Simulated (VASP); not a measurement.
# NaCl (Fm-3m) in VASP: a series of runs

Runs on NaCl. Level: r2SCAN+rVV10. Tasks: single point.

Everything below comes from runs of VASP 6.6.1. Logs are shortened: lines on timing, memory, paths and dates and some standing lists are left out, and cuts for length are marked.

## 1. The cell of the first run

Symmetry: Fm-3m, No. 225, cubic system. The conventional cell has a = 5.620 Å, b = 5.620 Å, c = 5.620 Å, α = 90.00°, β = 90.00°, γ = 90.00°. Within 3.7 Å of Na (site symmetry m-3m) lie 6 Cl at 2.81 Å. Cl (site symmetry m-3m) has 6 Na at 2.81 Å within 3.7 Å.

## 2. Single point, r2SCAN+rVV10

POSCAR reads:

```
NaCl
1.0
    0.0000000000      2.8100000000      2.8100000000
    2.8100000000      0.0000000000      2.8100000000
    2.8100000000      2.8100000000      0.0000000000
Na Cl
1 1
Direct
    0.0000000000      0.0000000000      0.0000000000
    0.5000000000      0.5000000000      0.5000000000
```

INCAR.step1 reads:

```
SYSTEM = NaCl
ALGO = Normal ; EDIFF = 1E-4
ENCUT = 520 ; GGA = PE
ISMEAR = 0 ; LASPH = .TRUE.
LCHARG = .FALSE. ; LREAL = .FALSE.
LWAVE = .TRUE. ; NBANDS = 14
NELM = 100 ; PREC = Accurate
SIGMA = 0.1
```

INCAR.step2 reads:

```
SYSTEM = NaCl
ALGO = Normal ; BPARAM = 11.95
CPARAM = 0.0093 ; EDIFF = 1E-7
ENCUT = 520 ; ISIF = 2
ISMEAR = 0 ; ISTART = 1
IVDW_NL = 2 ; LASPH = .TRUE.
LCHARG = .FALSE. ; LMIXTAU = .TRUE.
LREAL = .FALSE. ; LUSE_VDW = .TRUE.
LWAVE = .FALSE. ; METAGGA = R2SCAN
NBANDS = 14 ; NELM = 100
PREC = Accurate ; SIGMA = 0.1
```

KPOINTS reads:

```
k-points
0
G
  6 6 6
  0 0 0
```

Potentials or basis: VASP PAW PBE potentials, release 64 (Na_pv, Cl).

Run with:

```console
cat potpaw_PBE.64/Na_pv/POTCAR potpaw_PBE.64/Cl/POTCAR > POTCAR
cp INCAR.step1 INCAR
mpirun -np 1 vasp_std > vasp.out
cp INCAR.step2 INCAR
mpirun -np 1 vasp_std > vasp.out
```

OUTCAR:

```text
SYSTEM = NaCl
   BPARAM = 11.95
   EDIFF = 1E-7
   ENCUT = 520
   ISIF = 2
   ISMEAR = 0
   ISTART = 1
   IVDW_NL = 2
   LASPH = .TRUE.
   LREAL = .FALSE.
   METAGGA = R2SCAN
   NELM = 100
   PREC = Accurate

 ion  position               nearest neighbor table
   1  0.000  0.000  0.000-
   2  0.500  0.500  0.500-

  LATTYP: Found a face centered cubic cell.
 ALAT       =     5.6200000000

  Lattice vectors:

 A1 = (   0.0000000000,   2.8100000000,   2.8100000000)
 A2 = (   2.8100000000,   0.0000000000,   2.8100000000)
 A3 = (   2.8100000000,   2.8100000000,   0.0000000000)

Analysis of symmetry for initial positions (statically):
=====================================================================
 Subroutine PRICEL returns:
 Original cell was already a primitive cell.

 Routine SETGRP: Setting up the symmetry group for a
 face centered cubic supercell.

 Subroutine GETGRP returns: Found 48 space group operations
 (whereof 48 operations were pure point group operations)
 out of a pool of 48 trial point group operations.

The static configuration has the point symmetry O_h .

Analysis of symmetry for dynamics (positions and initial velocities):
=====================================================================
 Subroutine PRICEL returns:
 Original cell was already a primitive cell.

 Routine SETGRP: Setting up the symmetry group for a
 face centered cubic supercell.

 Subroutine GETGRP returns: Found 48 space group operations
 (whereof 48 operations were pure point group operations)
 out of a pool of 48 trial point group operations.

The dynamic configuration has the point symmetry O_h .

 Subroutine INISYM returns: Found 48 space group operations
 (whereof 48 operations are pure point group operations),
 and found     1 'primitive' translations

----------------------------------------------------------------------------------------

                                     Primitive cell

  volume of cell :      44.3761

  direct lattice vectors                    reciprocal lattice vectors
     0.000000000  2.810000000  2.810000000    -0.177935943  0.177935943  0.177935943
     2.810000000  0.000000000  2.810000000     0.177935943 -0.177935943  0.177935943
     2.810000000  2.810000000  0.000000000     0.177935943  0.177935943 -0.177935943

  length of vectors
     3.973940110  3.973940110  3.973940110     0.308194094  0.308194094  0.308194094

  position of ions in fractional coordinates (direct lattice)
     0.000000000  0.000000000  0.000000000
     0.500000000  0.500000000  0.500000000

  ion indices of the primitive-cell ions
   primitive index   ion index
[... 78 lines left out ...]
   EMIN   =  10.00;   EMAX   =-10.00  energy-range for DOS
   EFERMI =   0.00;   METHOD = LEGACY
   ISMEAR =     0;   SIGMA  =   0.10  broadening in eV -4-tet -1-fermi 0-gaus
   EFERMI_NEDOS =   21; number of points for ismear=-14 and -15
   IALGO  =     38    algorithm
   IMIX   =      4    mixing-type and parameters
     AMIX     =   0.40;   BMIX     =  1.00
     AMIX_MAG =   1.60;   BMIX_MAG =  1.00
  volume/ion in A,a.u.               =      22.19       149.73
  Fermi-wavevector in a.u.,A,eV,Ry     =   1.114469  2.106040 16.898985  1.242040
  Thomas-Fermi vector in A             =   2.251064
   LORBIT       =      0    0 simple, 1 ext, 2 COOP (PROOUT), +10 PAW based schemes
   METAGGA = R2SCAN    functional components
   LHFCALC =     F    Hartree Fock is set to
   AEXX    =    0.0000 exact exchange contribution
   IVDW_NL    =     2    kernel type
   BPARAM     =11.9500
   IVDW    =     0    specifies the selected vdW correction
   LEPSILON=     F    determine dielectric tensor
   LRPA    =     F    only Hartree local field effects (RPA)
 non-spin polarized calculation
 Gauss-broadening in eV      SIGMA  =   0.10
  energy-cutoff  :      520.00
  volume of cell :       44.38
 maximum number of plane-waves:      1243
 NGX is ok and might be reduce to    30
   NGX = 15   NGY = 15   NGZ = 15

 number of electron      14.0000000 magnetization

 Free energy of the ion-electron system (eV)
  ---------------------------------------------------
  ext. energy  EPLUGINS =         0.00000000
  ---------------------------------------------------
  free energy    TOTEN  =       -13.31618847 eV

  energy without entropy =      -13.31618847  energy(sigma->0) =      -13.31618847

 E-fermi :  -0.6111     XC(G=0):  -8.7560

 val. band max:       -1.1090520022   @ k =   0.0000   0.0000   0.0000
 cond. band min:       4.7733882086   @ k =   0.0000   0.0000   0.0000
 fundamental gap:      5.8824402107
 Fermi energy:        -0.6110854762

 k-point     1 :       0.0000    0.0000    0.0000
  band No.  band energies     occupation
      1     -22.5635      2.00000
      2     -22.5632      2.00000
      3     -22.5632      2.00000
      4     -14.3607      2.00000
      5      -1.1091      2.00000
      6      -1.1091      2.00000
      7      -1.1091      2.00000
      8       4.7734      0.00000
      9      10.6094      0.00000
     10      10.6094      0.00000
     11      10.6094      0.00000
     12      12.8979      0.00000
     13      12.8979      0.00000
     14      14.4130      0.00000
[... 241 lines left out ...]
      1     -22.5803      2.00000
      2     -22.5743      2.00000
      3     -22.5732      2.00000
      4     -13.9423      2.00000
      5      -2.6022      2.00000
      6      -2.0575      2.00000
      7      -1.8460      2.00000
      8       8.1916      0.00000
      9       8.3148      0.00000
     10      10.1373      0.00000
     11      11.9004      0.00000
     12      15.2058      0.00000
     13      16.0345      0.00000
     14      16.2148      0.00000

------------------------ aborting loop because EDIFF is reached ----------------------------------------

  FORCE on cell =-STRESS in cart. coord.  units (eV):
  Direction    XX          YY          ZZ          XY          YZ          ZX
  --------------------------------------------------------------------------------------
  -------------------------------------------------------------------------------------
  Total       -0.2748603     -0.2748603     -0.2748603      0.0000000      0.0000000     -0.0000000
  in kB       -9.9237017     -9.9237017     -9.9237017      0.0000000      0.0000000     -0.0000000
  external PRESSURE =      -9.9237017 kB  Pullay stress =       0.0000000 kB

 VOLUME and BASIS-vectors are now :
 -----------------------------------------------------------------------------
  energy-cutoff  :      520.00
  volume of cell :       44.38
      direct lattice vectors                 reciprocal lattice vectors
     0.000000000  2.810000000  2.810000000    -0.177935943  0.177935943  0.177935943
     2.810000000  0.000000000  2.810000000     0.177935943 -0.177935943  0.177935943
     2.810000000  2.810000000  0.000000000     0.177935943  0.177935943 -0.177935943

 POSITION                                       TOTAL-FORCE (eV/Angst)
 -----------------------------------------------------------------------------------
      0.00000      0.00000      0.00000        -0.000000     -0.000000     -0.000000
      2.81000      2.81000      2.81000         0.000000      0.000000      0.000000
 -----------------------------------------------------------------------------------
    total drift:                               -0.000000      0.000000      0.000000

  FREE ENERGIE OF THE ION-ELECTRON SYSTEM (eV)
  ---------------------------------------------------
  free  energy   TOTEN  =       -13.3161884683 eV

  energy  without entropy=      -13.3161884683  energy(sigma->0) =      -13.31618847
```

OUTCAR.step1:

```text
SYSTEM = NaCl
   EDIFF = 1E-4
   ENCUT = 520
   GGA = PE
   ISMEAR = 0
   LASPH = .TRUE.
   LREAL = .FALSE.
[... 482 lines left out ...]
      0.00000      0.00000      0.00000        -0.000000     -0.000000     -0.000000
      2.81000      2.81000      2.81000         0.000000      0.000000      0.000000
 -----------------------------------------------------------------------------------
    total drift:                               -0.000000      0.000000      0.000000

  FREE ENERGIE OF THE ION-ELECTRON SYSTEM (eV)
  ---------------------------------------------------
  free  energy   TOTEN  =        -6.7719462718 eV

  energy  without entropy=       -6.7719462718  energy(sigma->0) =       -6.77194627
```

OSZICAR.step1:

```text
N       E                     dE             d eps       ncg     rms          rms(c)
DAV:   1     0.961128869368E+02    0.96113E+02   -0.69769E+03   454   0.100E+03
DAV:   2     0.997834268110E+00   -0.95115E+02   -0.87876E+02   474   0.270E+02
DAV:   3    -0.683314403872E+01   -0.78310E+01   -0.77637E+01   586   0.714E+01
DAV:   4    -0.696525145863E+01   -0.13211E+00   -0.13203E+00   508   0.973E+00
DAV:   5    -0.696804635194E+01   -0.27949E-02   -0.27941E-02   576   0.144E+00    0.216E+00
DAV:   6    -0.677781121832E+01    0.19024E+00   -0.31786E-01   538   0.327E+00    0.161E+00
DAV:   7    -0.676633831142E+01    0.11473E-01   -0.82148E-02   600   0.164E+00    0.110E+00
DAV:   8    -0.677195895559E+01   -0.56206E-02   -0.99939E-03   520   0.856E-01    0.302E-01
DAV:   9    -0.677184009414E+01    0.11886E-03   -0.22008E-04   556   0.114E-01    0.165E-01
DAV:  10    -0.677195807647E+01   -0.11798E-03   -0.32804E-04   520   0.141E-01    0.707E-02
DAV:  11    -0.677194627184E+01    0.11805E-04   -0.19943E-05   356   0.422E-02
   1 F= -.67719463E+01 E0= -.67719463E+01  d E =-.132703E-13
```

It took 2.2 min on 1 thread of Intel Xeon Platinum 8259CL at 2.50GHz (Skylake/Cascade Lake), shared host; peak memory 0.28 GiB.

What came out:

| Item | Value |
| --- | --- |
| Free energy | -13.3162 eV |
| Pressure | -1.0 GPa |
| Band gap on the k mesh | 5.88 eV |

Caveat: the PAW data sets were made with another functional, which shifts forces and pressure a little.

## 3. Single point, r2SCAN+rVV10

This run uses another cell than the first one, of 17.06 Å³/atom.

POSCAR reads:

```
NaCl
1.0
    0.0000000000      2.5745265898      2.5745265898
    2.5745265898      0.0000000000      2.5745265898
    2.5745265898      2.5745265898      0.0000000000
Na Cl
1 1
Direct
    0.0000000000      0.0000000000      0.0000000000
    0.5000000000      0.5000000000      0.5000000000
```

INCAR.step1 reads:

```
SYSTEM = NaCl
PREC = Accurate ; ENCUT = 520
ISMEAR = 0 ; SIGMA = 0.02
LREAL = .False. ; LASPH = .True.
NELM = 100 ; NBANDS = 14
GGA = PE ; ALGO = Normal
EDIFF = 1E-4 ; LWAVE = .True.
LCHARG = .False.
```

INCAR.step2 reads:

```
SYSTEM = NaCl
PREC = Accurate ; ENCUT = 520
EDIFF = 1E-6 ; ISMEAR = 0
SIGMA = 0.02 ; LREAL = .False.
LASPH = .True. ; NELM = 100
ALGO = Normal ; ISIF = 2
LWAVE = .False. ; LCHARG = .True.
METAGGA = R2SCAN ; LMIXTAU = .True.
LUSE_VDW = .True. ; IVDW_NL = 2
BPARAM = 11.95 ; CPARAM = 0.0093
LELF = .True. ; LVHAR = .True.
NBANDS = 14 ; ISTART = 1
```

KPOINTS reads:

```
regular mesh
0
Gamma
  8 8 8
  0 0 0
```

Potentials or basis: VASP PAW PBE potentials, release 64 (Na_pv, Cl).

Run with:

```console
cat potpaw_PBE.64/Na_pv/POTCAR potpaw_PBE.64/Cl/POTCAR > POTCAR
cp INCAR.step1 INCAR
mpirun -np 1 vasp_std > vasp.out
cp INCAR.step2 INCAR
mpirun -np 1 vasp_std > vasp.out
```

Run time: 1.8 min. Hardware: 1 thread of Intel Xeon Platinum 8259CL at 2.50GHz (Skylake/Cascade Lake), shared host; peak memory 0.26 GiB.

Results (log left out):

| Item | Value |
| --- | --- |
| Free energy | -13.0698 eV |
| Pressure | 11.7 GPa |
| Band gap on the k mesh | 7.24 eV |

Levels at points of the mesh, in eV from the valence-band top:
| k point | band 5 | band 6 | band 7 | band 8 | band 9 | band 10 |
| --- | --- | --- | --- | --- | --- | --- |
| (0.00, 0.00, 0.00) | 0.00 | 0.00 | 0.00 | 7.24 | 11.84 | 11.84 |
| (0.50, 0.00, 0.00) | -2.95 | -0.49 | -0.49 | 8.33 | 12.32 | 12.32 |
| (0.50, 0.50, 0.00) | -2.57 | -0.94 | -0.94 | 8.13 | 9.17 | 14.43 |

Caveat: the cell stands under pressure; the PAW data sets were made with another functional, which shifts forces and pressure a little.

## 4. Single point, r2SCAN+rVV10

This run uses another cell than the first one, of 17.06 Å³/atom.

POSCAR is that of step 3.

INCAR.step1 reads:

```
PREC = Accurate ; ENCUT = 520
ISMEAR = 0 ; SIGMA = 0.02
LREAL = False ; LASPH = True
NELM = 100 ; NBANDS = 14
GGA = PE ; ALGO = Normal
EDIFF = 1E-4 ; LWAVE = True
LCHARG = False
```

INCAR.step2 reads:

```
PREC = Accurate ; ENCUT = 520
EDIFF = 1E-6 ; ISMEAR = 0
SIGMA = 0.02 ; LREAL = False
LASPH = True ; NELM = 100
ALGO = Normal ; ISIF = 2
LWAVE = False ; LCHARG = False
METAGGA = R2SCAN ; LMIXTAU = True
LUSE_VDW = True ; IVDW_NL = 2
BPARAM = 11.95 ; CPARAM = 0.0093
NBANDS = 14 ; ISTART = 1
```

KPOINTS reads:

```
Automatic mesh
0
Gamma
  8 8 8
```

Run with:

```console
cat potpaw_PBE.64/Na_pv/POTCAR potpaw_PBE.64/Cl/POTCAR > POTCAR
cp INCAR.step1 INCAR
mpirun -np 1 vasp_std > vasp.out
cp INCAR.step2 INCAR
mpirun -np 1 vasp_std > vasp.out
```

It took 1.8 min on 1 thread of Intel Xeon Platinum 8259CL at 2.50GHz (Skylake/Cascade Lake), shared host; peak memory 0.26 GiB.

It converged, with:

| Item | Value |
| --- | --- |
| Free energy | -13.0698 eV |
| Pressure | 11.7 GPa |
| Band gap on the k mesh | 7.24 eV |

Levels at points of the mesh, in eV from the valence-band top:
```
           k point  band 4  band 5  band 6  band 7  band 8  band 9  band 10  band 11
(0.00, 0.00, 0.00)  -14.05    0.00    0.00    0.00    7.24   11.84    11.84    11.84
(0.50, 0.00, 0.00)  -13.29   -2.95   -0.49   -0.49    8.33   12.32    12.32    14.04
(0.50, 0.50, 0.00)  -13.25   -2.57   -0.94   -0.94    8.13    9.17    14.43    16.96
```

Caveat: the cell stands under pressure; the PAW data sets were made with another functional, which shifts forces and pressure a little.
